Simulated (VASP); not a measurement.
Crystal: NbAs.

```
Nb As
1.0
    -1.71427    1.71427    5.80080
     1.71427   -1.71427    5.80080
     1.71427    1.71427   -5.80080
Nb As
2 2
Direct
  0.50000 0.00000 0.50000
  0.75000 0.75000 0.00000
  0.91600 0.41600 0.50000
  0.16600 0.16600 0.00000
```

This cell differs from its parent crystal: volume scaled by 0.98.

Base run:

```yaml
Program: VASP 6.6.1
Functional: PBEsol
Potentials_or_basis: VASP PAW PBE potentials, release 64 (Nb_sv, As)
Cutoff: 520 eV
k_mesh: 11 × 11 × 11
Occupations: fermi-dirac, width 0.05 eV
Spin: no spin polarisation
```

Its results: pressure 1.4 GPa; largest force 0.316 eV/Å.

Task: The run is repeated on the same cell with these changes: functional from PBEsol to PBE. What comes out?

Result: Pressure 7.1 GPa; largest force 0.325 eV/Å.

PBE binds less tightly than PBEsol, so the same cell stands under more pressure.

Caveats: the PAW data sets were made with another functional, which shifts forces and pressure a little (some runs).
